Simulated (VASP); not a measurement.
Here is a VASP 6.6.1 calculation.

INCAR

```
PREC = Accurate
ENCUT = 600
EDIFF = 1E-7
ISMEAR = 0
SIGMA = 0.1
LREAL = False
LASPH = True
NELM = 60
ALGO = Normal
ISIF = 3
LWAVE = False
LCHARG = False
GGA = PE
IBRION = 2
NSW = 90
EDIFFG = -0.04
```

The input KPOINTS:

```
regular mesh
0
Gamma
  3 3 4
```

POSCAR

```
In6Te
1.0
    5.9151974000      0.0000000000      0.0000000000
   -2.9575987000      5.1227112200      0.0000000000
    0.0000000000      0.0000000000      5.0122769200
In Te
6 1
Direct
    0.0000000000      0.3336124100      0.5000000000
    0.6663875900      0.6663875900      0.5000000000
    0.3336124100      0.0000000000      0.5000000000
    0.0000000000      0.6663875900      0.5000000000
    0.3336124100      0.3336124100      0.5000000000
    0.6663875900      0.0000000000      0.5000000000
    0.0000000000      0.0000000000      0.0000000000
```

Potentials or basis: VASP PAW PBE potentials, release 64 (In_d, Te).

The run is started by

```console
$ cat potpaw_PBE.64/In_d/POTCAR potpaw_PBE.64/Te/POTCAR > POTCAR
$ mpirun -np 1 vasp_std > vasp.out
```

Estimate the band gap on the k mesh.

zero (bands 42 and 43 overlap by 1.46 eV).

What does it give for the space group after relaxing (to 0.1 Å)?

P6/mmm (No. 191).

Forces on the atoms (eV/Å):
```
In  -0.012  0.021  0.000
In  -0.012 -0.021  0.000
In   0.024  0.000  0.000
In   0.012 -0.021  0.000
In   0.012  0.021  0.000
In  -0.024  0.000  0.000
Te   0.000  0.000  0.000
```

Caveat: the k points lie up to 0.50 Å⁻¹ apart in the final cell, too coarse for converged energies and pressures of a metal; spin-orbit coupling is left out, which moves the levels of the heavy elements.
